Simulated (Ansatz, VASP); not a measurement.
# AlSn in VASP and in Ansatz

The input INCAR:

```
SYSTEM = AlSn
PREC = Accurate ; ENCUT = 520
EDIFF = 1E-6 ; ISMEAR = -1
SIGMA = 0.05 ; LREAL = .FALSE.
LASPH = .TRUE. ; NELM = 80
ALGO = Normal ; ISIF = 2
LWAVE = .FALSE. ; LCHARG = .FALSE.
GGA = CA ; NBANDS = 16
```

File KPOINTS:

```
regular mesh
0
G
  7 7 8
  0 0 0
```

POSCAR

```
AlSn
1.0
    4.1124059441      0.0000000000      0.0000000000
   -2.0562029720      3.5614480182      0.0000000000
    0.0000000000      0.0000000000      3.2393413848
Sn Al
1 1
Direct
    0.3333333333      0.6666666667      0.5000000000
    0.0000000000      0.0000000000      0.0000000000
```

input.yaml

```yaml
crystal:
  lattice:
    - [4.1124059441, 0.0, 0.0]
    - [-2.056202972, 3.5614480182, 0.0]
    - [0.0, 0.0, 3.2393413848]
  atoms:
    - { symbol: Sn, position: [0.3333333333, 0.6666666667, 0.5] }
    - { symbol: Al, position: [0.0, 0.0, 0.0] }
kpoints:
  mp_grid: { grid: [7, 7, 8] }
scf:
  occupations: { method: fermi_dirac, width: 0.05 }
hamiltonian:
  xc: lda
  pseudopotentials: { kind: all_electron, lapw: { basis_error: 0.001 } }
output:
  forces: true
  stress: true
  eigenvalues: true
```

Change from the starting cell: volume scaled by 0.94.

Alike in both runs: task single point; functional LDA; k mesh 7 × 7 × 8; occupations fermi-dirac, width 0.05 eV; no spin polarisation.

|  | VASP | Ansatz |
| --- | --- | --- |
| version | VASP 6.6.1 | Ansatz 0.2.0 |
| potentials or method | VASP PAW LDA potentials, release 64 (Sn_d, Al), cutoff 520 eV | all-electron LAPW, scalar-relativistic |

Ansatz gave:

```
gap on the k mesh at the Fermi level (eV)                     : none
pressure (GPa)                                                : 0.2
traceless stress, the component that is largest in VASP (GPa) : 0.60
```

Question: Which values does VASP return?

Answer: gap on the k mesh at the Fermi level (eV): none; pressure (GPa): 0.2; traceless stress, the component that is largest in VASP (GPa): 0.59.

LDA's correlation is that of Perdew and Zunger in VASP and of Perdew and Wang (1992) in Ansatz. A gap of «none» marks a metal or a gap that the smearing closes. Ansatz ran all-electron here, and VASP with PAW potentials.
